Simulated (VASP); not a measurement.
Wanted: the native input for a VASP 6.6.1 run.

| Item | Value |
| --- | --- |
| Task | single point |
| Functional | PBE |
| Potentials or basis | VASP PAW PBE potentials, release 64 (Zn, O) |
| Cutoff | 520 eV |
| k mesh | 9 × 9 × 5 |
| Occupations | fermi-dirac, width 0.1 eV |
| Spin | no spin polarisation |
| Dipole correction | no |
| Further INCAR settings | ALGO = Normal; EDIFF = 1e-07; NBANDS = 26 |

The structure of ZnO lies in POSCAR:

```
ZnO
1.0
    1.6505650000      2.8588480000      0.0000000000
   -1.6505540000      2.8588480000      0.0000000000
    0.0000000000      0.0000000000      5.2887130000
Zn O
2 2
Direct
    0.3333300000      0.3333400000      0.5000000000
    0.6666700000      0.6666600000      0.0000000000
    0.6666700000      0.6666600000      0.3790100000
    0.3333300000      0.3333400000      0.8790100000
```

The input as run:

INCAR

```
  PREC = Accurate
  ENCUT = 520
  EDIFF = 1E-7
  ISMEAR = -1
  SIGMA = 0.1
  LREAL = F
  LASPH = T
  NELM = 100
  ALGO = Normal
  ISIF = 2
  LWAVE = F
  LCHARG = T
  GGA = PE
  LELF = T
  LVHAR = T
  NBANDS = 26
```

KPOINTS

```
Automatic mesh
0
Gamma
  9 9 5
```

Potentials or basis: VASP PAW PBE potentials, release 64 (Zn, O).

Run with:

```sh
$ cat potpaw_PBE.64/Zn/POTCAR potpaw_PBE.64/O/POTCAR > POTCAR
$ mpirun -np 1 vasp_std > vasp.out
```

It gave:

```json
{"Pressure": "-0.7 GPa", "Largest force": "0.058 eV/Å", "Band gap on the k mesh": "0.72 eV, direct"}
```

Run time: 87 s on 1 thread of Intel(R) Xeon(R) Platinum 8488C (Sapphire Rapids), with other jobs on the host, peak memory 0.22 GiB.
